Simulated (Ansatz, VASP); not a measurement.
## Mo in VASP and in Ansatz

```xyz
1
Lattice="-1.5650 1.5650 1.5650 1.5650 -1.5650 1.5650 1.5650 1.5650 -1.5650" Properties=species:S:1:pos:R:3 pbc="T T T"
Mo    0.0000    0.0000    0.0000
```

Alike in both runs: functional PBE; dispersion D3(BJ); k mesh 18 × 18 × 18; occupations gaussian, width 0.1 eV; no spin polarisation.

Ansatz relaxed the structure, and its values are those at the end. VASP's run is a single point on that final structure, the one shown.

```csv
,VASP,Ansatz
version,VASP 6.6.1,Ansatz 0.2.0
potentials or method,"VASP PAW PBE potentials, release 64 (Mo_sv), cutoff 520 eV","scalar-relativistic, plane waves, PAW"
valence electrons in the cell,14,14
```

Ansatz gave:

* gap on the k mesh at the Fermi level (eV): none
* pressure (GPa): 0.0

**Question.** Estimate VASP's values.

**Answer.** gap on the k mesh at the Fermi level (eV): none; pressure (GPa): 0.6.

A gap of «none» marks a metal or a gap that the smearing closes.
